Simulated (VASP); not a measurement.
Set up this calculation in VASP 6.6.1, as the native input.

- Task: relaxation of cell and atoms
- Functional: PBE
- Potentials or basis: VASP PAW PBE potentials, release 64 (Li_sv, Dy_3), 4f in core
- Cutoff: 750 eV
- k mesh: 8 × 8 × 8
- Occupations: gaussian, width 0.1 eV
- Spin: no spin polarisation
- Dipole correction: no
- Further INCAR settings: ALGO = Normal; EDIFF = 1e-07; IBRION = 2; EDIFFG = -0.01; NSW = 100; ISIF = 3

The structure of Li3Dy lies in POSCAR:

```
Li3Dy
1.0
    6.1468379264      0.0000000000      0.0000000000
    0.0000000000      6.1468379264      0.0000000000
    0.0000000000      0.0000000000      6.1468379264
Li Dy
3 1
Direct
    0.5000000000      0.0000000000      0.0000000000
    0.0000000000      0.5000000000      0.0000000000
    0.0000000000      0.0000000000      0.5000000000
    0.0000000000      0.0000000000      0.0000000000
```

The cell was generated, and may not be a known phase.

One way to write it, as run:

INCAR

```
PREC = Accurate ; ENCUT = 750
EDIFF = 1E-7 ; ISMEAR = 0
SIGMA = 0.1 ; LREAL = False
LASPH = True ; NELM = 200
ALGO = Normal ; ISIF = 3
LWAVE = False ; LCHARG = False
GGA = PE ; IBRION = 2
NSW = 100 ; EDIFFG = -0.01
GGA_COMPAT = False ; NELMIN = 4
LMAXMIX = 6
```

KPOINTS

```
regular mesh
0
Gamma
  8 8 8
```

Potentials or basis: VASP PAW PBE potentials, release 64 (Li_sv, Dy_3), 4f in core.

The run is started by

```console
$ cat potpaw_PBE.64/Li_sv/POTCAR potpaw_PBE.64/Dy_3/POTCAR > POTCAR
$ mpirun -np 1 vasp_std > vasp.out
```

It gave:

* Relaxed volume: 65.89 Å³/atom
* Relaxed cell: a = 6.412 Å, b = 6.412 Å, c = 6.412 Å, α = 90.00°, β = 90.00°, γ = 90.00°
* Space group after relaxing (to 0.1 Å): Pm-3m (No. 221)
* Energy gained by relaxing: 9.1 meV/atom
* Ionic steps: 5
* Pressure after relaxing: 0.0 GPa
* Band gap on the k mesh: zero (bands 9 and 10 overlap by 0.10 eV)

Caveat: spin-orbit coupling is left out, which moves the levels of the heavy elements; the 4f electrons are frozen in the core, so they carry no moment and show no levels.

Wall time 12 min on 1 thread of Intel(R) Xeon(R) Platinum 8488C (Sapphire Rapids) (shared host), peak memory 0.6 GiB.
